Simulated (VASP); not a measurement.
Wanted: the native input for a VASP 6.6.1 run.

| Item | Value |
| --- | --- |
| Task | single point |
| Functional | BLYP |
| Potentials or basis | VASP PAW PBE potentials, release 64 (Ni) |
| Cutoff | 520 eV |
| k mesh | 25 × 25 × 25 |
| Occupations | fermi-dirac, width 0.05 eV |
| Spin | collinear spin, ferromagnetic start |
| Starting moments | [0.657] μB |
| Dipole correction | no |
| Further INCAR settings | ALGO = Normal; EDIFF = 1e-06; NBANDS = 15 |

The structure of Ni lies in POSCAR:

```
Ni
1.0
    0.0000000000      1.7886813534      1.7886813534
    1.7886813534      0.0000000000      1.7886813534
    1.7886813534      1.7886813534      0.0000000000
Ni
1
Direct
    0.0000000000      0.0000000000      0.0000000000
```

One way to write it, as run:

INCAR

```
PREC = Accurate
ENCUT = 520
EDIFF = 1E-6
ISMEAR = -1
SIGMA = 0.05
LREAL = False
LASPH = True
NELM = 150
ALGO = Normal
ISIF = 2
LWAVE = False
LCHARG = False
ISPIN = 2
MAGMOM = 0.657
LORBIT = 11
LMAXMIX = 4
GGA = B5
ALDAX = 1.0
AGGAX = 1.0
AGGAC = 1.0
ALDAC = 0.0
NBANDS = 15
```

KPOINTS

```
regular mesh
0
Gamma
  25 25 25
```

Potentials or basis: VASP PAW PBE potentials, release 64 (Ni).

Launch:

```console
$ cat potpaw_PBE.64/Ni/POTCAR > POTCAR
$ mpirun -np 1 vasp_std > vasp.out
```

It gave:

```yaml
Pressure: 0.1 GPa
Net_moment: 0.61 μB per cell
Site_moments: Ni +0.62 μB
Valence_electrons_inside_the_program's_atomic_spheres: Ni 9.27
```

Caveat: the PAW data sets were made with another functional, which shifts forces and pressure a little.

It took 2.5 min on 1 thread of Intel(R) Xeon(R) Platinum 8259CL CPU @ 2.50GHz (Skylake/Cascade Lake), with other jobs on the host, peak memory 0.23 GiB.
